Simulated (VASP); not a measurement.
# Ge: single point with PBE

The system is Ge.

```
CELL_PARAMETERS angstrom
-2.57449 2.57449 1.39741
2.57449 -2.57449 1.39741
2.57449 2.57449 -1.39741
ATOMIC_POSITIONS crystal
Ge 0.50000 0.50000 0.00000
Ge 0.25000 0.75000 0.50000
```

```yaml
Program: VASP 6.6.1
Task: single point
Functional: PBE
Potentials_or_basis: VASP PAW PBE potentials, release 64 (Ge_d)
Cutoff: 520 eV
k_mesh: 11 × 11 × 11
Occupations: gaussian, width 0.026 eV
Spin: no spin polarisation
Dipole_correction: no
Further_INCAR_settings: ALGO = Normal; EDIFF = 1e-06; NBANDS = 21
```

```yaml
Pressure: 3.1 GPa
Band_gap_on_the_k_mesh: zero (band 14 reaches 8.53 eV, above the bottom of band 15 at 3.83 eV)
```

Stress tensor (GPa, compression positive):
```
2.96 0.00 0.00
0.00 2.96 0.00
0.00 0.00 3.38
```

Levels at points of the mesh, in eV from the Fermi level:
```
           k point  band 12  band 13  band 14  band 15  band 16  band 17
(0.00, 0.00, 0.00)    -4.11    -2.39    -2.39     3.24     7.56     7.56
```

Run time: 47 s on 1 thread of Intel(R) Xeon(R) Platinum 8559C (Emerald Rapids), with other jobs on the host, peak memory 0.22 GiB.
